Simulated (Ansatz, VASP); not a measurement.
InAs: VASP beside Ansatz

INCAR

```
  PREC = Accurate
  ENCUT = 500
  EDIFF = 1E-6
  ISMEAR = 0
  SIGMA = 0.1
  LREAL = F
  LASPH = T
  NELM = 120
  ALGO = Normal
  ISIF = 2
  LWAVE = F
  LCHARG = F
  NBANDS = 16
  GGA_COMPAT = F
```

Contents of KPOINTS:

```
regular mesh
0
Gamma
  12 12 12
```

The input POSCAR:

```
InAs
1.0
    0.0000000000      3.0438898046      3.0438898046
    3.0438898046      0.0000000000      3.0438898046
    3.0438898046      3.0438898046      0.0000000000
In As
1 1
Direct
    0.0000000000      0.0000000000      0.0000000000
    0.2500000000      0.2500000000      0.2500000000
```

Input for Ansatz:

```yaml
crystal:
  lattice:
    - [0.0, 3.0438898046, 3.0438898046]
    - [3.0438898046, 0.0, 3.0438898046]
    - [3.0438898046, 3.0438898046, 0.0]
  atoms:
    - { symbol: In, position: [0.0, 0.0, 0.0] }
    - { symbol: As, position: [0.25, 0.25, 0.25] }
basis:
  ecutwfc: 420
kpoints:
  mp_grid: { grid: [12, 12, 12] }
  band_path:
    path:
      - [0.0, 0.0, 0.0]
      - [-0.5, -0.5, 0.0]
      - [-0.375, -0.375, 0.25]
      - [-0.375, 0.0, 0.375]
      - [0.0, 0.0, 0.5]
      - [-0.5, -0.25, 0.25]
    npoints: 1
hamiltonian:
  xc: lda
scf:
  occupations: { method: gaussian, width: 0.1 }
  n_extra_bands: 4
output:
  forces: true
  stress: true
  eigenvalues: true
```

Alike in both runs: task single point; functional LDA; k mesh 12 × 12 × 12; occupations gaussian, width 0.1 eV; no spin polarisation.

|  | VASP | Ansatz |
| --- | --- | --- |
| version | VASP 6.6.1 | Ansatz 0.2.0 |
| potentials or method | VASP PAW LDA potentials, release 64 (In_d, As), cutoff 500 eV | scalar-relativistic, plane waves, PAW |
| valence electrons in the cell | 18 | 28 |

```tsv
	VASP	Ansatz	Ansatz less VASP
gap on the k mesh at the Fermi level (eV)	none	none	-
pressure (GPa)	-1.6	-1.7	-0.13
```

LDA's correlation is that of Perdew and Zunger in VASP and of Perdew and Wang (1992) in Ansatz. A gap of «none» marks a metal or a gap that the smearing closes. VASP's potentials hold 18 valence electrons a cell and Ansatz's 28, so a difference there can come from the potentials and not from the codes.
